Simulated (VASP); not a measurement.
Set up this calculation in VASP 6.6.1, as the native input.

```yaml
Task: relaxation of cell and atoms
Functional: LDA
Potentials_or_basis: VASP PAW LDA potentials, release 64 (Ag, Cl)
Cutoff: 600 eV
k_mesh: 10 × 10 × 10
Occupations: gaussian, width 0.01 eV
Spin: no spin polarisation
Target_pressure: 9 GPa
Dipole_correction: no
Further_INCAR_settings: ALGO = Normal; EDIFF = 1e-07; IBRION = 2; EDIFFG = -0.001; NSW = 80; ISIF = 3
```

The structure of AgCl lies in POSCAR:

```
AgCl
1.0
    0.0000000000      2.6770646130      2.6770646130
    2.6770646130      0.0000000000      2.6770646130
    2.6770646130      2.6770646130      0.0000000000
Ag Cl
1 1
Direct
    0.5000000000      0.5000000000      0.5000000000
    0.0000000000      0.0000000000      0.0000000000
```

The input as run:

INCAR

```
SYSTEM = AgCl
ALGO = Normal
EDIFF = 1E-7
EDIFFG = -0.001
ENCUT = 600
IBRION = 2
ISIF = 3
ISMEAR = 0
LASPH = .TRUE.
LCHARG = .FALSE.
LREAL = .FALSE.
LWAVE = .FALSE.
NELM = 60
NSW = 80
PREC = Accurate
PSTRESS = 90.0
SIGMA = 0.01
```

KPOINTS

```
k-points
0
G
  10 10 10
  0 0 0
```

Potentials or basis: VASP PAW LDA potentials, release 64 (Ag, Cl).

Command:

```bash
$ cat potpaw_LDA.64/Ag/POTCAR potpaw_LDA.64/Cl/POTCAR > POTCAR
$ mpirun -np 1 vasp_std > vasp.out
```

Results of the run:

* Relaxed volume: 17.38 Å³/atom
* Relaxed cell: a = 3.663 Å, b = 3.663 Å, c = 3.663 Å, α = 60.00°, β = 60.00°, γ = 60.00°
* Space group after relaxing (to 0.05 Å): Fm-3m (No. 225)
* Energy change on relaxing (the enthalpy is what falls): +46.2 meV/atom
* Ionic steps: 6
* Pressure after relaxing: 9.0 GPa
* Band gap on the k mesh: 0.72 eV, indirect (least direct gap 3.34 eV)

Caveat: the cell is relaxed towards a set pressure, so the enthalpy falls and the energy may rise.

Run time: 76 s on 1 thread of Intel(R) Xeon(R) Platinum 8488C (Sapphire Rapids) (shared host), peak memory 0.18 GiB.
